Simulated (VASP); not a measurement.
# C (Fd-3m) in VASP: settings compared

The runs below take C through relaxation of cell and atoms, with PBE, r2SCAN+D4.

All numbers are computed with VASP 6.6.1; they aren't measurements. Logs are shortened: lines on timing, memory, paths and dates and some standing lists are left out, and cuts for length are marked.

### Step 1. The cell of the first run

Symmetry: Fd-3m, No. 227, cubic system. Conventional cell: a = 3.567 Å, b = 3.567 Å, c = 3.567 Å, α = 90.00°, β = 90.00°, γ = 90.00°. C (site symmetry -43m) has 4 C at 1.54 Å within 2.1 Å.

### Step 2. Relaxation of cell and atoms, PBE

The input, INCAR:

```
SYSTEM = C
PREC = Accurate
ENCUT = 600
EDIFF = 1E-7
ISMEAR = 0
SIGMA = 0.01
LREAL = .False.
LASPH = .True.
NELM = 60
ALGO = Normal
ISIF = 3
LWAVE = .False.
LCHARG = .False.
GGA = PE
IBRION = 2
NSW = 80
EDIFFG = -0.01
```

The input, KPOINTS:

```
regular mesh
0
Gamma
  8 8 8
  0 0 0
```

The input, POSCAR:

```
C
1.0
    0.0000000000      1.7833700000      1.7833700000
    1.7833700000      0.0000000000      1.7833700000
    1.7833700000      1.7833700000      0.0000000000
C
2
Direct
    0.0000000000      0.0000000000      0.0000000000
    0.2500000000      0.2500000000      0.2500000000
```

Potentials or basis: VASP PAW PBE potentials, release 64 (C).

The run is started by

```bash
cat potpaw_PBE.64/C/POTCAR > POTCAR
mpirun -np 1 vasp_std > vasp.out
```

OUTCAR:

```text
SYSTEM = C
   PREC = Accurate
   ENCUT = 600
   EDIFF = 1E-7
   ISMEAR = 0
   LREAL = .False.
   LASPH = .True.
   NELM = 60
   ISIF = 3
   GGA = PE
   IBRION = 2
   NSW = 80
   EDIFFG = -0.01

 ion  position               nearest neighbor table
   1  0.000  0.000  0.000-   2 1.54   2 1.54   2 1.54   2 1.54
   2  0.250  0.250  0.250-   1 1.54   1 1.54   1 1.54   1 1.54

  LATTYP: Found a face centered cubic cell.
 ALAT       =     3.5667400000

  Lattice vectors:

 A1 = (   0.0000000000,   1.7833700000,   1.7833700000)
 A2 = (   1.7833700000,   0.0000000000,   1.7833700000)
 A3 = (   1.7833700000,   1.7833700000,   0.0000000000)

Analysis of symmetry for initial positions (statically):
=====================================================================
 Subroutine PRICEL returns:
 Original cell was already a primitive cell.

 Routine SETGRP: Setting up the symmetry group for a
 face centered cubic supercell.

 Subroutine GETGRP returns: Found 48 space group operations
 (whereof 24 operations were pure point group operations)
 out of a pool of 48 trial point group operations.

The static configuration has the point symmetry T_d .
 The point group associated with its full space group is O_h .

Analysis of symmetry for dynamics (positions and initial velocities):
=====================================================================
 Subroutine PRICEL returns:
 Original cell was already a primitive cell.

 Routine SETGRP: Setting up the symmetry group for a
 face centered cubic supercell.

 Subroutine GETGRP returns: Found 48 space group operations
 (whereof 24 operations were pure point group operations)
 out of a pool of 48 trial point group operations.

The dynamic configuration has the point symmetry T_d .
 The point group associated with its full space group is O_h .

 Subroutine INISYM returns: Found 48 space group operations
 (whereof 24 operations are pure point group operations),
 and found     1 'primitive' translations

----------------------------------------------------------------------------------------

                                     Primitive cell

  volume of cell :      11.3437

  direct lattice vectors                    reciprocal lattice vectors
     0.000000000  1.783370000  1.783370000    -0.280368067  0.280368067  0.280368067
     1.783370000  0.000000000  1.783370000     0.280368067 -0.280368067  0.280368067
     1.783370000  1.783370000  0.000000000     0.280368067  0.280368067 -0.280368067

  length of vectors
     2.522066041  2.522066041  2.522066041     0.485611737  0.485611737  0.485611737

  position of ions in fractional coordinates (direct lattice)
     0.000000000  0.000000000  0.000000000
     0.250000000  0.250000000  0.250000000

  ion indices of the primitive-cell ions
   primitive index   ion index
                 1           1
                 2           2

----------------------------------------------------------------------------------------

 KPOINTS: regular mesh

Automatic generation of k-mesh.
 Grid dimensions read from file:
 generate k-points for:    8    8    8

 Generating k-lattice:

  Cartesian coordinates                     Fractional coordinates (reciprocal lattice)
    -0.035046008  0.035046008  0.035046008     0.125000000  0.000000000  0.000000000
     0.035046008 -0.035046008  0.035046008     0.000000000  0.125000000  0.000000000
     0.035046008  0.035046008 -0.035046008     0.000000000  0.000000000  0.125000000

  Length of vectors
     0.060701467  0.060701467  0.060701467

  Shift w.r.t. Gamma in fractional coordinates (k-lattice)
     0.000000000  0.000000000  0.000000000

 Subroutine IBZKPT returns following result:
 ===========================================

 Found     29 irreducible k-points:

 Following reciprocal coordinates:
            Coordinates               Weight
  0.000000  0.000000  0.000000      1.000000
  0.125000  0.000000  0.000000      8.000000
  0.250000  0.000000  0.000000      8.000000
  0.375000  0.000000  0.000000      8.000000
  0.500000  0.000000  0.000000      4.000000
  0.125000  0.125000  0.000000      6.000000
[... 16 lines left out ...]
  0.500000  0.250000  0.125000     48.000000
 -0.375000  0.250000  0.125000     24.000000
 [... further k-points ...]
   k-points           NKPTS =     29   k-points in BZ     NKDIM =     29   number of bands    NBANDS=      8
   number of dos      NEDOS =    301   number of ions     NIONS =      2
   total plane-waves  NPLWV =   8000
   dimension x,y,z NGX =    20 NGY =   20 NGZ =   20
   dimension x,y,z NGXF=    40 NGYF=   40 NGZF=   40
   ions per type =               2
   NGX,Y,Z   is equivalent  to a cutoff of  13.18, 13.18, 13.18 a.u.
   NGXF,Y,Z  is equivalent  to a cutoff of  26.37, 26.37, 26.37 a.u.
 SYSTEM =  C
   PREC   = accura    normal or accurate (medium, high low for compatibility)
   ISTART =      0    job   : 0-new  1-cont  2-samecut
   ICHARG =      2    charge: 1-file 2-atom 10-const
   ISPIN  =      1    spin polarized calculation?
   LNONCOLLINEAR =      F non collinear calculations
   LSORBIT =      F    spin-orbit coupling
   LASPH  =      T    aspherical Exc in radial PAW
   ENCUT  =  600.0 eV  44.10 Ry    6.64 a.u.   5.04  5.04  5.04*2*pi/ulx,y,z
   NELM   =     60;   NELMIN=  2; NELMDL= -5     # of ELM steps
   EDIFF  = 0.1E-06   stopping-criterion for ELM
   LREAL  =      F    real-space projection
   EDIFFG = -.1E-01   stopping-criterion for IOM
   NSW    =     80    number of steps for IOM
   IBRION =      2    ionic relax: 0-MD 1-quasi-New 2-CG
   NFREE  =      1    steps in history (QN), initial steepest desc. (CG)
   ISIF   =      3    stress and relaxation
   ISYM   =      2    0-nonsym 1-usesym 2-fastsym
   POTIM  = 0.5000    time-step for ionic-motion
   TEBEG  =    0.0;   TEEND  =   0.0 temperature during run
   PSTRESS=    0.0 pullay stress
   NELECT =       8.0000    total number of electrons
   NUPDOWN=      -1.0000    fix difference up-down
   EMIN   =  10.00;   EMAX   =-10.00  energy-range for DOS
   EFERMI =   0.00;   METHOD = LEGACY
   ISMEAR =     0;   SIGMA  =   0.01  broadening in eV -4-tet -1-fermi 0-gaus
   EFERMI_NEDOS =   21; number of points for ismear=-14 and -15
   IALGO  =     38    algorithm
   IMIX   =      4    mixing-type and parameters
     AMIX     =   0.40;   BMIX     =  1.00
     AMIX_MAG =   1.60;   BMIX_MAG =  1.00
  volume/ion in A,a.u.               =       5.67        38.28
  Fermi-wavevector in a.u.,A,eV,Ry     =   1.457203  2.753714 28.891161  2.123440
  Thomas-Fermi vector in A             =   2.574032
   LORBIT       =      0    0 simple, 1 ext, 2 COOP (PROOUT), +10 PAW based schemes
   GGA     = PE    functional components
   LHFCALC =     F    Hartree Fock is set to
   AEXX    =    0.0000 exact exchange contribution
   IVDW    =     0    specifies the selected vdW correction
   LEPSILON=     F    determine dielectric tensor
   LRPA    =     F    only Hartree local field effects (RPA)
 conjugate gradient relaxation of ions
 non-spin polarized calculation
 Gauss-broadening in eV      SIGMA  =   0.01
  energy-cutoff  :      600.00
  volume of cell :       11.34
 maximum number of plane-waves:       391
   NGX =  9   NGY =  9   NGZ =  9

--------------------------------------- Ionic step        1  -------------------------------------------

 number of electron       7.9999999 magnetization

 Free energy of the ion-electron system (eV)
  ---------------------------------------------------
  ext. energy  EPLUGINS =         0.00000000
  ---------------------------------------------------
  free energy    TOTEN  =       -18.18920954 eV

  energy without entropy =      -18.18920954  energy(sigma->0) =      -18.18920954

------------------------ aborting loop because EDIFF is reached ----------------------------------------

  FORCE on cell =-STRESS in cart. coord.  units (eV):
  Direction    XX          YY          ZZ          XY          YZ          ZX
  --------------------------------------------------------------------------------------
  -------------------------------------------------------------------------------------
  Total        0.1265402      0.1265402      0.1265402     -0.0000000      0.0000000     -0.0000000
  in kB       17.8724786     17.8724786     17.8724786     -0.0000000      0.0000000     -0.0000000
  external PRESSURE =      17.8724786 kB  Pullay stress =       0.0000000 kB
[... 57 lines left out ...]
  energy  without entropy=      -18.1890748762  energy(sigma->0) =      -18.18907488

--------------------------------------- Ionic step        3  -------------------------------------------

 number of electron       7.9999999 magnetization

 Free energy of the ion-electron system (eV)
  ---------------------------------------------------
  ext. energy  EPLUGINS =         0.00000000
  ---------------------------------------------------
  free energy    TOTEN  =       -18.18946668 eV

  energy without entropy =      -18.18946668  energy(sigma->0) =      -18.18946668

 E-fermi :   9.7437     XC(G=0): -13.2300

 val. band max:        9.6699160984   @ k =   0.0000   0.0000   0.0000
 cond. band min:      13.7938175686   @ k =   0.3750   0.3750   0.0000
 fundamental gap:      4.1239014702
 Fermi energy:         9.7436661473

 k-point     1 :       0.0000    0.0000    0.0000
  band No.  band energies     occupation
      1     -11.7519      2.00000
      2       9.6699      2.00000
      3       9.6699      2.00000
      4       9.6699      2.00000
      5      15.2488      0.00000
      6      15.2488      0.00000
      7      15.2488      0.00000
      8      22.9079      0.00000
[... 243 lines left out ...]
 k-point    24 :      -0.3750    0.2500    0.1250
  band No.  band energies     occupation
      1      -4.9917      2.00000
      2      -2.6535      2.00000
      3       3.3756      2.00000
      4       5.0014      2.00000
      5      17.9561      0.00000
      6      19.0830      0.00000
      7      22.6663      0.00000
      8      24.4849      0.00000

 [... further k-points ...]
[... 5 lines left out ...]
  --------------------------------------------------------------------------------------
  -------------------------------------------------------------------------------------
  Total        0.0008385      0.0008385      0.0008385      0.0000000      0.0000000     -0.0000000
  in kB        0.1179506      0.1179506      0.1179506      0.0000000      0.0000000     -0.0000000
  external PRESSURE =       0.1179506 kB  Pullay stress =       0.0000000 kB
[... 17 lines left out ...]
  FREE ENERGIE OF THE ION-ELECTRON SYSTEM (eV)
  ---------------------------------------------------
  free  energy   TOTEN  =       -18.1894666771 eV

  energy  without entropy=      -18.1894666771  energy(sigma->0) =      -18.18946668

 reached required accuracy - stopping structural energy minimisation
```

It took 17 s on 1 thread of AMD EPYC 7R13, shared host; peak memory 0.08 GiB.

What came out:

```yaml
Free_energy: -18.1895 eV
Relaxed_volume: 5.70 Å³/atom
Relaxed_cell: a = 2.526 Å, b = 2.526 Å, c = 2.526 Å, α = 60.00°, β = 60.00°, γ = 60.00°
Space_group_after_relaxing_to_0.05_Å: Fd-3m (No. 227)
Energy_gained_by_relaxing: 0.1 meV/atom
Ionic_steps: 3
Pressure_after_relaxing: 0.0 GPa
Band_gap_on_the_k_mesh: 4.12 eV, indirect (least direct gap 5.58 eV)
```

Step by step:
```csv
step,energy change (eV),largest force (eV/Å),pressure (GPa),volume (Å³)
1,0.0000,0.0000,1.79,11.34
2,0.0001,0.0000,-2.16,11.45
3,-0.0003,0.0000,0.01,11.39
```

Final structure:
```
C
1.0
     0.00000    1.78580    1.78580
     1.78580    0.00000    1.78580
     1.78580    1.78580    0.00000
C
2
Direct
  0.00000 0.00000 0.00000
  0.25000 0.25000 0.25000
```

Levels at points of the mesh, in eV from the valence-band top:
```
           k point  band 1  band 2  band 3  band 4  band 5  band 6  band 7  band 8
(0.00, 0.00, 0.00)  -21.42    0.00    0.00    0.00    5.58    5.58    5.58   13.24
(0.50, 0.00, 0.00)  -15.67  -13.33   -2.79   -2.79    8.44    8.44    8.79   15.66
(0.50, 0.50, 0.00)  -12.74  -12.74   -6.27   -6.27    4.75    4.75   16.74   16.74
```

A k mesh can miss the band edges. PBE usually gives volumes a little too large and moduli too small.

### Step 3. Relaxation of cell and atoms, r2SCAN+D4

POSCAR is that of step 2.

The input, INCAR.step1:

```
PREC = Accurate
ENCUT = 600
ISMEAR = 0
SIGMA = 0.01
LREAL = False
LASPH = True
NELM = 60
GGA = PE
ALGO = Normal
EDIFF = 1E-4
LWAVE = True
LCHARG = False
```

The input, INCAR.step2:

```
PREC = Accurate
ENCUT = 600
EDIFF = 1E-6
ISMEAR = 0
SIGMA = 0.01
LREAL = False
LASPH = True
NELM = 60
ALGO = Normal
ISIF = 3
LWAVE = False
LCHARG = False
METAGGA = R2SCAN
LMIXTAU = True
IVDW = 13
VDW_S6 = 1.0
VDW_S8 = 0.6018749
VDW_A1 = 0.51559235
VDW_A2 = 5.77342911
IBRION = 2
NSW = 80
EDIFFG = -0.01
ISTART = 1
```

The input, KPOINTS:

```
regular mesh
0
Gamma
  8 8 8
```

Potentials or basis: VASP PAW PBE potentials, release 64 (C).

The run is started by

```bash
cat potpaw_PBE.64/C/POTCAR > POTCAR
cp INCAR.step1 INCAR
mpirun -np 1 vasp_std > vasp.out
cp INCAR.step2 INCAR
mpirun -np 1 vasp_std > vasp.out
```

OUTCAR:

```text
PREC = Accurate
   ENCUT = 600
   EDIFF = 1E-6
   ISMEAR = 0
   LREAL = False
   LASPH = True
   NELM = 60
   ISIF = 3
   METAGGA = R2SCAN
   IVDW = 13
   IBRION = 2
   NSW = 80
   EDIFFG = -0.01
   ISTART = 1

 ion  position               nearest neighbor table
   1  0.000  0.000  0.000-   2 1.54   2 1.54   2 1.54   2 1.54
   2  0.250  0.250  0.250-   1 1.54   1 1.54   1 1.54   1 1.54

  LATTYP: Found a face centered cubic cell.
 ALAT       =     3.5667400000

  Lattice vectors:

 A1 = (   0.0000000000,   1.7833700000,   1.7833700000)
 A2 = (   1.7833700000,   0.0000000000,   1.7833700000)
 A3 = (   1.7833700000,   1.7833700000,   0.0000000000)

Analysis of symmetry for initial positions (statically):
=====================================================================
 Subroutine PRICEL returns:
 Original cell was already a primitive cell.

 Routine SETGRP: Setting up the symmetry group for a
 face centered cubic supercell.

 Subroutine GETGRP returns: Found 48 space group operations
 (whereof 24 operations were pure point group operations)
 out of a pool of 48 trial point group operations.

The static configuration has the point symmetry T_d .
 The point group associated with its full space group is O_h .

Analysis of symmetry for dynamics (positions and initial velocities):
[... 148 lines left out ...]
 maximum number of plane-waves:       391
   NGX =  9   NGY =  9   NGZ =  9

--------------------------------------- Ionic step        1  -------------------------------------------

 number of electron       7.9999999 magnetization

 Free energy of the ion-electron system (eV)
  ---------------------------------------------------
  ext. energy  EPLUGINS =         0.00000000
  ---------------------------------------------------
  free energy    TOTEN  =       -19.66305173 eV

  energy without entropy =      -19.66305173  energy(sigma->0) =      -19.66305173

 E-fermi :   9.7535     XC(G=0): -14.2573

 val. band max:        9.7119011003   @ k =   0.0000   0.0000   0.0000
 cond. band min:      14.0376777847   @ k =   0.3750   0.3750   0.0000
 fundamental gap:      4.3257766844
 Fermi energy:         9.7535466866

 k-point     1 :       0.0000    0.0000    0.0000
  band No.  band energies     occupation
      1     -12.9831      2.00000
      2       9.7119      2.00000
      3       9.7119      2.00000
      4       9.7119      2.00000
      5      15.5471      0.00000
      6      15.5471      0.00000
      7      15.5471      0.00000
      8      23.5291      0.00000
[... 332 lines left out ...]
--------------------------------------- Ionic step        3  -------------------------------------------

 number of electron       7.9999999 magnetization

 Free energy of the ion-electron system (eV)
  ---------------------------------------------------
  ext. energy  EPLUGINS =         0.00000000
  ---------------------------------------------------
  free energy    TOTEN  =       -19.66303921 eV

  energy without entropy =      -19.66303921  energy(sigma->0) =      -19.66303921

 E-fermi :  10.0122     XC(G=0): -14.3095

 val. band max:        9.8501556564   @ k =   0.0000   0.0000   0.0000
 cond. band min:      14.1975996290   @ k =   0.3750   0.3750   0.0000
 fundamental gap:      4.3474439726
 Fermi energy:        10.0121732785

 k-point     1 :       0.0000    0.0000    0.0000
  band No.  band energies     occupation
      1     -12.9766      2.00000
      2       9.8502      2.00000
      3       9.8502      2.00000
      4       9.8502      2.00000
      5      15.7115      0.00000
      6      15.7115      0.00000
      7      15.7115      0.00000
      8      23.8957      0.00000
[... 286 lines left out ...]
  FREE ENERGIE OF THE ION-ELECTRON SYSTEM (eV)
  ---------------------------------------------------
  free  energy   TOTEN  =       -19.8409603397 eV

  energy  without entropy=      -19.8409603397  energy(sigma->0) =      -19.84096034

 reached required accuracy - stopping structural energy minimisation
```

OUTCAR.step1:

```text
PREC = Accurate
   ENCUT = 600
   ISMEAR = 0
   LREAL = False
   LASPH = True
[... 487 lines left out ...]
      0.00000      0.00000      0.00000        -0.000000     -0.000000     -0.000000
      0.89168      0.89168      0.89168         0.000000      0.000000      0.000000
 -----------------------------------------------------------------------------------
    total drift:                                0.000000      0.000000      0.000000

  FREE ENERGIE OF THE ION-ELECTRON SYSTEM (eV)
  ---------------------------------------------------
  free  energy   TOTEN  =       -18.1891966587 eV

  energy  without entropy=      -18.1891966587  energy(sigma->0) =      -18.18919666
```

OSZICAR.step1:

```text
N       E                     dE             d eps       ncg     rms          rms(c)
DAV:   1     0.433429751518E+01    0.43343E+01   -0.59146E+03   480   0.113E+03
DAV:   2    -0.186341628453E+02   -0.22968E+02   -0.21747E+02   752   0.124E+02
DAV:   3    -0.188267235754E+02   -0.19256E+00   -0.19256E+00   480   0.144E+01
DAV:   4    -0.188271037506E+02   -0.38018E-03   -0.38018E-03   680   0.647E-01
DAV:   5    -0.188271038150E+02   -0.64407E-07   -0.64407E-07   456   0.680E-03    0.553E+00
DAV:   6    -0.183488584461E+02    0.47825E+00   -0.36600E-01   472   0.484E+00    0.331E+00
DAV:   7    -0.181879155307E+02    0.16094E+00   -0.40421E-01   544   0.520E+00    0.757E-01
DAV:   8    -0.181891811750E+02   -0.12656E-02   -0.18391E-03   488   0.507E-01    0.461E-02
DAV:   9    -0.181891966587E+02   -0.15484E-04   -0.12856E-04   640   0.101E-01
   1 F= -.18189197E+02 E0= -.18189197E+02  d E =-.163520E-35
```

Run time: 99 s. Hardware: 1 thread of AMD EPYC 7R13, shared host; peak memory 0.09 GiB.

Results:

| Property | Result |
| --- | --- |
| Free energy | -19.8410 eV |
| Relaxed volume | 5.62 Å³/atom |
| Relaxed cell | a = 2.514 Å, b = 2.514 Å, c = 2.514 Å, α = 60.00°, β = 60.00°, γ = 60.00° |
| Space group after relaxing (to 0.05 Å) | Fd-3m (No. 227) |
| Energy gained by relaxing | 0.7 meV/atom |
| Ionic steps | 3 |
| Pressure after relaxing | 0.0 GPa |
| Band gap on the k mesh | 4.35 eV, indirect (least direct gap 5.86 eV) |
| Dispersion energy per atom | -0.089 eV |

Step by step:
```csv
step,energy change (eV),largest force (eV/Å),pressure (GPa),volume (Å³)
1,0.0000,0.0000,-4.22,11.34
2,0.0010,0.0000,5.67,11.10
3,-0.0014,0.0000,0.01,11.24
```

Final structure:
```cif
data_structure
_symmetry_space_group_name_H-M 'P 1'
_symmetry_Int_Tables_number 1
_cell_length_a 2.5141
_cell_length_b 2.5141
_cell_length_c 2.5141
_cell_angle_alpha 60.000
_cell_angle_beta 60.000
_cell_angle_gamma 60.000
_cell_volume 11.24
loop_
_atom_site_label
_atom_site_type_symbol
_atom_site_fract_x
_atom_site_fract_y
_atom_site_fract_z
_atom_site_occupancy
C1 C 0.00000 0.00000 0.00000 1
C2 C 0.25000 0.25000 0.25000 1
```

Caveat: the PAW data sets were made with another functional, which shifts forces and pressure a little.
